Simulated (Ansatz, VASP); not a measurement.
# One calculation of SiC, two programs

```
Si C
1.0
     0.00000    2.17441    2.17441
     2.17441    0.00000    2.17441
     2.17441    2.17441    0.00000
Si C
1 1
Direct
  0.00000 0.00000 0.00000
  0.25000 0.25000 0.25000
```

Alike in both runs: functional PBE; dispersion D3(BJ); k mesh 10 × 10 × 10; occupations gaussian, width 0.02 eV; no spin polarisation.

Ansatz relaxed the structure, and its values are those at the end. VASP's run is a single point on that final structure, the one shown.

```csv
,VASP,Ansatz
version,VASP 6.6.1,Ansatz 0.2.0
potentials or method,"VASP PAW PBE potentials, release 64 (Si, C), cutoff 600 eV","scalar-relativistic, plane waves, PAW"
valence electrons in the cell,8,8
```

```tsv
	VASP	Ansatz	Ansatz less VASP
gap on the k mesh at the Fermi level (eV)	1.35	1.35	+0.002
least direct gap on the mesh (eV)	4.55	4.55	+0.003
pressure (GPa)	-0.2	0.0	+0.20
```
